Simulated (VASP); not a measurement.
## RbBr: relaxation of cell and atoms with PBE

The system is RbBr.

```
Rb Br
1.0
     4.19670    0.00000    0.00000
     0.00000    4.19670    0.00000
     0.00000    0.00000    4.19670
Rb Br
1 1
Direct
  0.00000 0.00000 0.00000
  0.50000 0.50000 0.50000
```

```json
{"Program": "VASP 6.6.1", "Task": "relaxation of cell and atoms", "Functional": "PBE", "Potentials or basis": "VASP PAW PBE potentials, release 64 (Rb_sv, Br)", "Cutoff": "600 eV", "k mesh": "6 × 6 × 6", "Occupations": "gaussian, width 0.01 eV", "Spin": "no spin polarisation", "Target pressure": "21 GPa", "Dipole correction": "no", "Further INCAR settings": "ALGO = Normal; EDIFF = 1e-06; IBRION = 2; EDIFFG = -0.001; NSW = 80; ISIF = 3"}
```

```json
{"Relaxed volume": "23.12 Å³/atom", "Relaxed cell": "a = 3.589 Å, b = 3.589 Å, c = 3.589 Å, α = 90.00°, β = 90.00°, γ = 90.00°", "Space group after relaxing (to 0.1 Å)": "Pm-3m (No. 221)", "Energy change on relaxing (the run minimises the enthalpy)": "+573.7 meV/atom", "Ionic steps": "16", "Pressure after relaxing": "21.0 GPa", "Band gap on the k mesh": "4.63 eV (least direct gap 4.68 eV)"}
```

The path:
| step | energy change (eV) | largest force (eV/Å) | pressure (GPa) | volume (Å³) |
| --- | --- | --- | --- | --- |
| 1 | 0.0000 | 0.0000 | 0.03 | 73.91 |
| 2 | 4.6357 | 0.0000 | 78.67 | 33.30 |
| 3 | 1.0043 | 0.0000 | 18.72 | 47.40 |
| 4 | 1.1060 | 0.0000 | 20.36 | 46.56 |
| 5 | 1.1662 | 0.0000 | 21.31 | 46.10 |
| 6 | 1.1305 | 0.0000 | 20.72 | 46.37 |
| 7 | 1.1482 | 0.0000 | 21.01 | 46.24 |
| 8 | 1.1477 | 0.0000 | 21.02 | 46.24 |
| 9 | 1.1391 | 0.0000 | 20.87 | 46.31 |
| 10 | 1.1466 | 0.0000 | 20.98 | 46.25 |
| 11 | 1.1472 | 0.0000 | 20.96 | 46.24 |
| 12 | 1.1513 | 0.0000 | 21.05 | 46.21 |
| 13 | 1.1489 | 0.0000 | 21.02 | 46.23 |
| 14 | 1.1484 | 0.0000 | 21.04 | 46.23 |
| 15 | 1.1477 | 0.0000 | 21.03 | 46.24 |
| 16 | 1.1475 | 0.0000 | 21.01 | 46.24 |

Final structure:
```cif
data_structure
_symmetry_space_group_name_H-M 'P 1'
_symmetry_Int_Tables_number 1
_cell_length_a 3.5893
_cell_length_b 3.5893
_cell_length_c 3.5893
_cell_angle_alpha 90.000
_cell_angle_beta 90.000
_cell_angle_gamma 90.000
_cell_volume 46.24
loop_
_atom_site_label
_atom_site_type_symbol
_atom_site_fract_x
_atom_site_fract_y
_atom_site_fract_z
_atom_site_occupancy
Rb1 Rb 0.00000 0.00000 0.00000 1
Br1 Br 0.50000 0.50000 0.50000 1
```

Levels at points of the mesh, in eV from the valence-band top:
```csv
k point,band 5,band 6,band 7,band 8,band 9,band 10,band 11,band 12
"(0.00, 0.00, 0.00)",-8.75,-0.05,-0.05,-0.05,4.63,4.63,6.22,10.92
"(0.50, 0.00, 0.00)",-8.53,-3.07,-0.56,-0.56,6.60,8.45,9.54,10.15
"(0.50, 0.50, 0.00)",-8.40,-1.40,-1.40,0.00,5.23,6.50,7.98,7.98
"(0.50, 0.50, 0.50)",-9.39,-2.78,-2.78,-2.78,10.00,10.00,10.00,11.80
```

Run time: 2.3 min on 1 thread of Intel(R) Xeon(R) Platinum 8259CL CPU @ 2.50GHz (Skylake/Cascade Lake), on a shared host, peak memory 0.22 GiB.

Caveat: the cell is relaxed towards a set pressure, so the run minimises the enthalpy, not the energy; the volume moved by over 15 % at a fixed basis, so the end points are rough. A k mesh can miss the band edges.
